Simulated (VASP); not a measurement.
# F (Im-3m) in VASP: notebook

F is run at these levels: PBEsol; tasks: single point.

All numbers are computed with VASP 6.6.1; they aren't measurements. Logs are shortened: lines on timing, memory, paths and dates and some standing lists are left out, and cuts for length are marked.

## (1) The cell of the first run

Symmetry: Im-3m, No. 229, cubic system. Conventional cell: a = 2.026 Å, b = 2.026 Å, c = 2.026 Å, α = 90.00°, β = 90.00°, γ = 90.00°. F (site symmetry m-3m) has 14 F at 1.75 to 2.03 Å within 2.3 Å.

## (2) Single point, PBEsol (volume scaled by 0.45)

The input, INCAR:

```
SYSTEM = F
ALGO = Normal ; EDIFF = 1E-6
ENCUT = 520 ; GGA = PS
ISIF = 2 ; ISMEAR = -1
LASPH = .True. ; LCHARG = .True.
LELF = .True. ; LREAL = .False.
LVHAR = .True. ; LWAVE = .False.
NBANDS = 10 ; NELM = 80
PREC = Accurate ; SIGMA = 0.1
```

The input, KPOINTS:

```
k-points
0
Gamma
  20 20 20
  0 0 0
```

The input, POSCAR:

```
F
1.0
   -1.0130361610      1.0130361610      1.0130361610
    1.0130361610     -1.0130361610      1.0130361610
    1.0130361610      1.0130361610     -1.0130361610
F
1
Direct
    0.0000000000      0.0000000000      0.0000000000
```

Potentials or basis: VASP PAW PBE potentials, release 64 (F).

The run is started by

```console
cat potpaw_PBE.64/F/POTCAR > POTCAR
mpirun -np 1 vasp_std > vasp.out
```

OUTCAR:

```text
SYSTEM = F
   EDIFF = 1E-6
   ENCUT = 520
   GGA = PS
   ISIF = 2
   ISMEAR = -1
   LASPH = .True.
   LREAL = .False.
   NELM = 80
   PREC = Accurate

 ion  position               nearest neighbor table
   1  0.000  0.000  0.000-

  LATTYP: Found a body centered cubic cell.
 ALAT       =     2.0260723220

  Lattice vectors:

 A1 = (  -1.0130361610,   1.0130361610,   1.0130361610)
 A2 = (   1.0130361610,  -1.0130361610,   1.0130361610)
 A3 = (   1.0130361610,   1.0130361610,  -1.0130361610)

Analysis of symmetry for initial positions (statically):
=====================================================================
 Subroutine PRICEL returns:
 Original cell was already a primitive cell.

 Routine SETGRP: Setting up the symmetry group for a
 body centered cubic supercell.

 Subroutine GETGRP returns: Found 48 space group operations
 (whereof 48 operations were pure point group operations)
 out of a pool of 48 trial point group operations.

The static configuration has the point symmetry O_h .

Analysis of symmetry for dynamics (positions and initial velocities):
=====================================================================
 Subroutine PRICEL returns:
 Original cell was already a primitive cell.

 Routine SETGRP: Setting up the symmetry group for a
 body centered cubic supercell.

 Subroutine GETGRP returns: Found 48 space group operations
 (whereof 48 operations were pure point group operations)
 out of a pool of 48 trial point group operations.

The dynamic configuration has the point symmetry O_h .

 Subroutine INISYM returns: Found 48 space group operations
 (whereof 48 operations are pure point group operations),
 and found     1 'primitive' translations

----------------------------------------------------------------------------------------

                                     Primitive cell

  volume of cell :       4.1585

  direct lattice vectors                    reciprocal lattice vectors
    -1.013036161  1.013036161  1.013036161     0.000000000  0.493565797  0.493565797
     1.013036161 -1.013036161  1.013036161     0.493565797  0.000000000  0.493565797
     1.013036161  1.013036161 -1.013036161     0.493565797  0.493565797  0.000000000

  length of vectors
     1.754630101  1.754630101  1.754630101     0.698007444  0.698007444  0.698007444

  position of ions in fractional coordinates (direct lattice)
     0.000000000  0.000000000  0.000000000

  ion indices of the primitive-cell ions
   primitive index   ion index
                 1           1

----------------------------------------------------------------------------------------

 KPOINTS: k-points

Automatic generation of k-mesh.
 Grid dimensions read from file:
 generate k-points for:   20   20   20

 Generating k-lattice:

  Cartesian coordinates                     Fractional coordinates (reciprocal lattice)
     0.000000000  0.024678290  0.024678290     0.050000000  0.000000000  0.000000000
     0.024678290  0.000000000  0.024678290     0.000000000  0.050000000  0.000000000
     0.024678290  0.024678290  0.000000000     0.000000000  0.000000000  0.050000000

  Length of vectors
     0.034900372  0.034900372  0.034900372

  Shift w.r.t. Gamma in fractional coordinates (k-lattice)
     0.000000000  0.000000000  0.000000000

 Subroutine IBZKPT returns following result:
 ===========================================

 Found    256 irreducible k-points:

 Following reciprocal coordinates:
            Coordinates               Weight
  0.000000  0.000000  0.000000      1.000000
  0.050000  0.000000  0.000000     12.000000
  0.100000  0.000000  0.000000     12.000000
  0.150000  0.000000  0.000000     12.000000
  0.200000  0.000000  0.000000     12.000000
  0.250000  0.000000  0.000000     12.000000
[... 16 lines left out ...]
  0.200000  0.100000 -0.000000     48.000000
  0.250000  0.100000 -0.000000     48.000000
 [... further k-points ...]
   k-points           NKPTS =    256   k-points in BZ     NKDIM =    256   number of bands    NBANDS=     10
   number of dos      NEDOS =    301   number of ions     NIONS =      1
   total plane-waves  NPLWV =   2744
   dimension x,y,z NGX =    14 NGY =   14 NGZ =   14
   dimension x,y,z NGXF=    28 NGYF=   28 NGZF=   28
   ions per type =               1
   NGX,Y,Z   is equivalent  to a cutoff of  13.26, 13.26, 13.26 a.u.
   NGXF,Y,Z  is equivalent  to a cutoff of  26.53, 26.53, 26.53 a.u.
 SYSTEM =  F
   PREC   = accura    normal or accurate (medium, high low for compatibility)
   ISTART =      0    job   : 0-new  1-cont  2-samecut
   ICHARG =      2    charge: 1-file 2-atom 10-const
   ISPIN  =      1    spin polarized calculation?
   LNONCOLLINEAR =      F non collinear calculations
   LSORBIT =      F    spin-orbit coupling
   LASPH  =      T    aspherical Exc in radial PAW
   ENCUT  =  520.0 eV  38.22 Ry    6.18 a.u.   3.26  3.26  3.26*2*pi/ulx,y,z
   NELM   =     80;   NELMIN=  2; NELMDL= -5     # of ELM steps
   EDIFF  = 0.1E-05   stopping-criterion for ELM
   LREAL  =      F    real-space projection
   EDIFFG = 0.1E-04   stopping-criterion for IOM
   NSW    =      0    number of steps for IOM
   IBRION =     -1    ionic relax: 0-MD 1-quasi-New 2-CG
   NFREE  =      0    steps in history (QN), initial steepest desc. (CG)
   ISIF   =      2    stress and relaxation
   ISYM   =      2    0-nonsym 1-usesym 2-fastsym
   POTIM  = 0.5000    time-step for ionic-motion
   TEBEG  =    0.0;   TEEND  =   0.0 temperature during run
   PSTRESS=    0.0 pullay stress
   NELECT =       7.0000    total number of electrons
   NUPDOWN=      -1.0000    fix difference up-down
   EMIN   =  10.00;   EMAX   =-10.00  energy-range for DOS
   EFERMI =   0.00;   METHOD = LEGACY
   ISMEAR =    -1;   SIGMA  =   0.10  broadening in eV -4-tet -1-fermi 0-gaus
   EFERMI_NEDOS =   21; number of points for ismear=-14 and -15
   IALGO  =     38    algorithm
   IMIX   =      4    mixing-type and parameters
     AMIX     =   0.40;   BMIX     =  1.00
     AMIX_MAG =   1.60;   BMIX_MAG =  1.00
  volume/ion in A,a.u.               =       4.16        28.06
  Fermi-wavevector in a.u.,A,eV,Ry     =   1.947433  3.680115 51.600041  3.792496
  Thomas-Fermi vector in A             =   2.975673
   LORBIT       =      0    0 simple, 1 ext, 2 COOP (PROOUT), +10 PAW based schemes
   GGA     = PS    functional components
   LHFCALC =     F    Hartree Fock is set to
   AEXX    =    0.0000 exact exchange contribution
   IVDW    =     0    specifies the selected vdW correction
   LEPSILON=     F    determine dielectric tensor
   LRPA    =     F    only Hartree local field effects (RPA)
 non-spin polarized calculation
  energy-cutoff  :      520.00
  volume of cell :        4.16
 maximum number of plane-waves:       135
 NGX is ok and might be reduce to    14
   NGX =  7   NGY =  7   NGZ =  7

 number of electron       7.0000002 magnetization

 Free energy of the ion-electron system (eV)
  ---------------------------------------------------
  ext. energy  EPLUGINS =         0.00000000
  ---------------------------------------------------
  free energy    TOTEN  =         2.13193886 eV

  energy without entropy =        2.16411315  energy(sigma->0) =        2.14802601

 E-fermi :  10.0054     XC(G=0): -16.3239

 val. band max:        9.9947485212   @ k =   0.2000   0.1500   0.0500
 cond. band min:      10.0325481741   @ k =  -0.3000   0.3500   0.1000
 fundamental gap:      0.0377996529
 Fermi energy:        10.0054490916

 k-point     1 :       0.0000    0.0000    0.0000
  band No.  band energies     occupation
      1     -23.1692      2.00000
      2      11.7419      0.00000
      3      11.7419      0.00000
      4      11.7419      0.00000
      5      38.9490      0.00000
      6      59.3880      0.00000
      7      59.3880      0.00000
      8      59.3880      0.00000
      9      64.8673      0.00000
     10      64.8673      0.00000

 k-point     2 :       0.0500    0.0000    0.0000
  band No.  band energies     occupation
      1     -23.0320      2.00000
      2      11.4292      0.00000
      3      11.6368      0.00000
      4      11.7256      0.00000
      5      39.1244      0.00000
      6      58.0614      0.00000
      7      58.2427      0.00000
      8      59.7942      0.00000
      9      62.9332      0.00000
     10      63.7427      0.00000

 k-point     3 :       0.1000    0.0000    0.0000
  band No.  band energies     occupation
      1     -22.6258      2.00000
      2      10.5173      0.01190
      3      11.3337      0.00000
      4      11.6762      0.00000
      5      39.5800      0.00000
      6      54.5021      0.00000
      7      55.9647      0.00000
      8      60.9503      0.00000
      9      62.1870      0.00000
     10      62.7475      0.00000

 k-point     4 :       0.1500    0.0000    0.0000
  band No.  band energies     occupation
      1     -21.9564      2.00000
      2       9.0899      1.99979
      3      10.8767      0.00033
      4      11.5954      0.00000
      5      40.1672      0.00000
      6      50.8452      0.00000
      7      53.5810      0.00000
      8      60.9803      0.00000
      9      62.8023      0.00000
     10      63.6228      0.00000
[... 222 lines left out ...]
 k-point    22 :       0.1500    0.1000    0.0000
  band No.  band energies     occupation
      1     -20.6454      2.00000
      2       6.8057      2.00000
      3      10.0698      0.68874
      4      11.1097      0.00003
      5      41.0442      0.00000
      6      47.1082      0.00000
      7      49.9387      0.00000
      8      60.3867      0.00000
      9      65.8755      0.00000
     10      67.6702      0.00000

 k-point    23 :       0.2000    0.1000   -0.0000
  band No.  band energies     occupation
      1     -19.5032      2.00000
      2       4.9152      2.00000
      3       9.3269      1.99774
      4      10.9445      0.00017
      5      41.0427      0.00000
      6      45.4362      0.00000
      7      48.4984      0.00000
      8      60.4359      0.00000
      9      68.0922      0.00000
     10      69.6938      0.00000

 k-point    24 :       0.2500    0.1000   -0.0000
  band No.  band energies     occupation
      1     -18.1683      2.00000
      2       2.8277      2.00000
      3       8.6141      2.00000
      4      10.7873      0.00080
      5      40.1174      0.00000
      6      45.1200      0.00000
      7      47.3815      0.00000
      8      60.6531      0.00000
      9      70.2106      0.00000
     10      72.3694      0.00000

 [... further k-points ...]
[... 5 lines left out ...]
  --------------------------------------------------------------------------------------
  -------------------------------------------------------------------------------------
  Total       11.0385004     11.0385004     11.0385004     -0.0000000      0.0000000     -0.0000000
  in kB     4252.9064121   4252.9064121   4252.9064121     -0.0000000      0.0000000     -0.0000000
  external PRESSURE =    4252.9064121 kB  Pullay stress =       0.0000000 kB

 VOLUME and BASIS-vectors are now :
 -----------------------------------------------------------------------------
  energy-cutoff  :      520.00
  volume of cell :        4.16
      direct lattice vectors                 reciprocal lattice vectors
    -1.013036161  1.013036161  1.013036161     0.000000000  0.493565797  0.493565797
     1.013036161 -1.013036161  1.013036161     0.493565797  0.000000000  0.493565797
     1.013036161  1.013036161 -1.013036161     0.493565797  0.493565797  0.000000000

 POSITION                                       TOTAL-FORCE (eV/Angst)
 -----------------------------------------------------------------------------------
      0.00000      0.00000      0.00000         0.000000      0.000000     -0.000000
 -----------------------------------------------------------------------------------
    total drift:                               -0.000000     -0.000000      0.000000

  FREE ENERGIE OF THE ION-ELECTRON SYSTEM (eV)
  ---------------------------------------------------
  free  energy   TOTEN  =         2.1319388644 eV

  energy  without entropy=        2.1641131458  energy(sigma->0) =        2.14802601
```

Wall time 4.9 s (1 thread of AMD EPYC 9R45 (Zen 5), shared host); peak memory 0.08 GiB.

What came out:

```yaml
Free_energy: 2.1319 eV
Pressure: 425.3 GPa
```

Levels at points of the mesh, in eV from the Fermi level:
| k point | band 2 | band 3 | band 4 | band 5 | band 6 | band 7 |
| --- | --- | --- | --- | --- | --- | --- |
| (0.00, 0.00, 0.00) | 1.74 | 1.74 | 1.74 | 28.94 | 49.38 | 49.38 |
| (0.50, 0.00, 0.00) | -13.92 | -1.97 | 0.97 | 26.11 | 35.09 | 37.58 |
| (0.50, 0.50, 0.50) | -7.07 | -7.07 | -7.07 | 20.05 | 20.05 | 51.88 |

Caveat: the PAW data sets were made with another functional, which shifts forces and pressure a little; an odd number of electrons without spin polarisation forces a metal; a magnetic or distorted state may lie lower.

## (3) Single point, PBEsol (volume scaled by 0.52)

The input, INCAR:

```
PREC     = Accurate       # precision mode
ENCUT    = 520            # plane-wave cutoff, eV
EDIFF    = 1E-6           # SCF threshold, eV
ISMEAR   = -1             # smearing method
SIGMA    = 0.1            # smearing width, eV
LREAL    = False          # projectors in reciprocal space
LASPH    = True           # aspherical terms in the spheres
NELM     = 100            # most SCF steps
ALGO     = Normal         # electronic algorithm
ISIF     = 2              # what is computed and relaxed
LWAVE    = False          # write WAVECAR
LCHARG   = False          # write CHGCAR
GGA      = PS             # functional
NBANDS   = 10             # bands
```

The input, KPOINTS:

```
regular mesh
0
Gamma
  20 20 20
```

The input, POSCAR:

```
F
1.0
   -1.0630537521      1.0630537521      1.0630537521
    1.0630537521     -1.0630537521      1.0630537521
    1.0630537521      1.0630537521     -1.0630537521
F
1
Direct
    0.0000000000      0.0000000000      0.0000000000
```

Potentials or basis: VASP PAW PBE potentials, release 64 (F).

The run is started by

```console
cat potpaw_PBE.64/F/POTCAR > POTCAR
mpirun -np 1 vasp_std > vasp.out
```

It took 4.6 s on 1 thread of AMD EPYC 9R45 (Zen 5), shared host; peak memory 0.08 GiB.

The run converged. Its results:

- Free energy: 0.8017 eV
- Pressure: 247.3 GPa

Levels at points of the mesh, in eV from the Fermi level:
| k point | band 2 | band 3 | band 4 | band 5 | band 6 | band 7 |
| --- | --- | --- | --- | --- | --- | --- |
| (0.00, 0.00, 0.00) | 1.41 | 1.41 | 1.41 | 24.99 | 46.95 | 46.95 |
| (0.50, 0.00, 0.00) | -11.56 | -1.63 | 0.83 | 24.80 | 34.02 | 34.20 |
| (0.50, 0.50, 0.50) | -5.84 | -5.84 | -5.84 | 20.38 | 20.38 | 47.65 |

Caveat: the PAW data sets were made with another functional, which shifts forces and pressure a little; an odd number of electrons without spin polarisation forces a metal; a magnetic or distorted state may lie lower.

## (4) Single point, PBEsol (volume scaled by 0.6)

The input, INCAR:

```
ALGO = Normal ; EDIFF = 1E-6
ENCUT = 520 ; GGA = PS
ISIF = 2 ; ISMEAR = -1
LASPH = T ; LCHARG = F
LREAL = F ; LWAVE = F
NBANDS = 10 ; NELM = 80
PREC = Accurate ; SIGMA = 0.1
```

The input, KPOINTS:

```
k-points
0
Gamma
  20 20 20
```

The input, POSCAR:

```
F
1.0
   -1.1149905681      1.1149905681      1.1149905681
    1.1149905681     -1.1149905681      1.1149905681
    1.1149905681      1.1149905681     -1.1149905681
F
1
Direct
    0.0000000000      0.0000000000      0.0000000000
```

The run is started by

```console
cat potpaw_PBE.64/F/POTCAR > POTCAR
mpirun -np 1 vasp_std > vasp.out
```

Wall time 4.7 s (1 thread of AMD EPYC 9R45 (Zen 5), shared host); peak memory 0.08 GiB.

It converged, with:

* Free energy: -0.0635 eV
* Pressure: 135.9 GPa

Levels at points of the mesh, in eV from the Fermi level:
| k point | band 2 | band 3 | band 4 | band 5 | band 6 | band 7 |
| --- | --- | --- | --- | --- | --- | --- |
| (0.00, 0.00, 0.00) | 1.15 | 1.15 | 1.15 | 21.72 | 44.67 | 44.67 |
| (0.50, 0.00, 0.00) | -9.55 | -1.35 | 0.70 | 23.62 | 31.24 | 32.94 |
| (0.50, 0.50, 0.50) | -4.82 | -4.82 | -4.82 | 20.55 | 20.55 | 43.79 |

Caveat: the PAW data sets were made with another functional, which shifts forces and pressure a little; an odd number of electrons without spin polarisation forces a metal; a magnetic or distorted state may lie lower.

## (5) Single point, PBEsol (volume scaled by 0.6)

The input, INCAR:

```
SYSTEM = F
ALGO = Normal
EDIFF = 1E-6
ENCUT = 520
GGA = PS
ISIF = 2
ISMEAR = -1
LASPH = .True.
LCHARG = .False.
LREAL = .False.
LWAVE = .False.
NBANDS = 10
NELM = 100
PREC = Accurate
SIGMA = 0.1
```

The input, KPOINTS:

```
k-points
0
Gamma
  20 20 20
  0 0 0
```

POSCAR is that of step 4.

The run is started by

```console
cat potpaw_PBE.64/F/POTCAR > POTCAR
mpirun -np 1 vasp_std > vasp.out
```

Run time: 4.7 s. Hardware: 1 thread of AMD EPYC 9R45 (Zen 5), shared host; peak memory 0.08 GiB.

It converged, with:

* Free energy: -0.0635 eV
* Pressure: 135.9 GPa

Levels at points of the mesh, in eV from the Fermi level:
| k point | band 1 | band 2 | band 3 | band 4 | band 5 | band 6 | band 7 | band 8 |
| --- | --- | --- | --- | --- | --- | --- | --- | --- |
| (0.00, 0.00, 0.00) | -27.86 | 1.15 | 1.15 | 1.15 | 21.72 | 44.67 | 44.67 | 44.67 |
| (0.50, 0.00, 0.00) | -21.99 | -9.55 | -1.35 | 0.70 | 23.62 | 31.24 | 32.94 | 45.77 |
| (0.50, 0.50, 0.50) | -18.68 | -4.82 | -4.82 | -4.82 | 20.55 | 20.55 | 43.79 | 43.79 |

Caveat: the PAW data sets were made with another functional, which shifts forces and pressure a little; an odd number of electrons without spin polarisation forces a metal; a magnetic or distorted state may lie lower.

## (6) Single point, PBEsol (volume scaled by 0.68)

The input, INCAR:

```
  ALGO = Normal
  EDIFF = 1E-6
  ENCUT = 520
  GGA = PS
  ISIF = 2
  ISMEAR = -1
  LASPH = True
  LCHARG = False
  LREAL = False
  LWAVE = False
  NBANDS = 10
  NELM = 60
  PREC = Accurate
  SIGMA = 0.1
```

The input, KPOINTS:

```
k-points
0
Gamma
  20 20 20
```

The input, POSCAR:

```
F
1.0
   -1.1624931819      1.1624931819      1.1624931819
    1.1624931819     -1.1624931819      1.1624931819
    1.1624931819      1.1624931819     -1.1624931819
F
1
Direct
    0.0000000000      0.0000000000      0.0000000000
```

Potentials or basis: VASP PAW PBE potentials, release 64 (F).

The run is started by

```console
cat potpaw_PBE.64/F/POTCAR > POTCAR
mpirun -np 1 vasp_std > vasp.out
```

Run time: 5.8 s. Hardware: 1 thread of AMD EPYC 9R45 (Zen 5), shared host; peak memory 0.09 GiB.

The run converged. Its results:

| Item | Value |
| --- | --- |
| Free energy | -0.5412 eV |
| Pressure | 74.2 GPa |

Levels at points of the mesh, in eV from the Fermi level:
```tsv
k point	band 1	band 2	band 3	band 4	band 5	band 6	band 7	band 8
(0.00, 0.00, 0.00)	-26.08	0.95	0.95	0.95	19.33	42.75	42.75	42.75
(0.50, 0.00, 0.00)	-21.41	-8.04	-1.13	0.60	22.66	28.93	31.98	43.48
(0.50, 0.50, 0.50)	-18.82	-4.05	-4.05	-4.05	20.59	20.59	40.81	40.81
```

Caveat: the PAW data sets were made with another functional, which shifts forces and pressure a little; an odd number of electrons without spin polarisation forces a metal; a magnetic or distorted state may lie lower.

## (7) Summary

```tsv
cell	gap on the mesh (eV)	pressure (GPa)
a = 1.755 Å, angles 109.5°, 1 atom	none	425.3
a = 1.841 Å, angles 109.5°, 1 atom	none	247.3
a = 1.931 Å, angles 109.5°, 1 atom	none	135.9
a = 2.013 Å, angles 109.5°, 1 atom	none	74.2
```

Alike in all rows: task single point; level PBEsol; potentials or basis VASP PAW PBE potentials, release 64 (F); no spin polarisation; k mesh 20 × 20 × 20; cutoff (eV) 520; smearing fermi-dirac 0.1 eV.

Caveats: the PAW data sets were made with another functional, which shifts forces and pressure a little; an odd number of electrons without spin polarisation forces a metal; a magnetic or distorted state may lie lower.

Absolute energies hang on the potentials; compare differences alone.
